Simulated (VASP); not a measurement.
Input of a VASP 6.6.1 run:

Contents of INCAR:

```
SYSTEM = BN
PREC = Accurate
ENCUT = 520
EDIFF = 1E-6
ISMEAR = -1
SIGMA = 0.1
LREAL = .FALSE.
LASPH = .TRUE.
NELM = 60
ALGO = Normal
ISIF = 2
LWAVE = .FALSE.
LCHARG = .FALSE.
GGA = PS
NBANDS = 16
```

File KPOINTS:

```
regular mesh
0
G
  16 16 6
  0 0 0
```

File POSCAR:

```
BN
1.0
    2.5043523426      0.0000000000      0.0000000000
   -1.2521761713      2.1688327487      0.0000000000
    0.0000000000      0.0000000000      7.0158653083
B N
2 2
Direct
    0.3333333333      0.6666666667      0.2500000000
    0.6666666667      0.3333333333      0.7500000000
    0.3333333333      0.6666666667      0.7500000000
    0.6666666667      0.3333333333      0.2500000000
```

Potentials or basis: VASP PAW PBE potentials, release 64 (B, N).

The run is started by

```sh
$ cat potpaw_PBE.64/B/POTCAR potpaw_PBE.64/N/POTCAR > POTCAR
$ mpirun -np 1 vasp_std > vasp.out
```

Predict the pressure.

0.3 GPa.

What does it give for the band gap on the k mesh?

4.23 eV, indirect (least direct gap 4.64 eV).

Stress tensor (GPa, compression positive):
```
 0.49  0.00  0.00
 0.00  0.49  0.00
 0.00  0.00 -0.10
```

Caveat: the PAW data sets were made with another functional, which shifts forces and pressure a little; this functional lacks dispersion, which binds the layers, so the pressure and a relaxed spacing across them are unreliable. A k mesh can miss the band edges.
